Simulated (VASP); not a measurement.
A run of VASP 6.6.1 is set up as follows.

INCAR

```
ALGO = Normal ; EDIFF = 1E-6
ENCUT = 910 ; GGA = CA
GGA_COMPAT = F ; ISIF = 2
ISMEAR = 0 ; LASPH = T
LCHARG = T ; LELF = T
LREAL = F ; LVHAR = T
LWAVE = F ; NBANDS = 11
NELM = 120 ; PREC = Accurate
SIGMA = 0.05
```

The input KPOINTS:

```
k-points
0
Gamma
  12 12 12
```

The input POSCAR:

```
C
1.0
    0.0000000000      2.0615365995      1.7039681529
    1.5318055675      0.0000000000      1.7039681529
    1.5318055675      2.0615365995      0.0000000000
C
2
Direct
    0.5000000000      0.5000000000      0.5000000000
    0.7500000000      0.7500000000      0.7500000000
```

Potentials or basis: VASP PAW LDA potentials, release 64 (C_h).

Launch:

```console
$ cat potpaw_LDA.64/C_h/POTCAR > POTCAR
$ mpirun -np 1 vasp_std > vasp.out
```

(1) What does it give for the band gap on the k mesh?

(2) Predict the pressure.

Results:

(1) zero (band 4 reaches 13.85 eV, above the bottom of band 5 at 13.13 eV).

(2) 13.8 GPa.

Caveat: the cell differs from its parent crystal (strain +e along x and -e along y -0.1500, strain +e along z and -e/2 along x and y -0.0350); the cutoff is under 1.25 times the usual one of these potentials, so pressure, stress and relaxed cells hold a basis-set (Pulay) error.
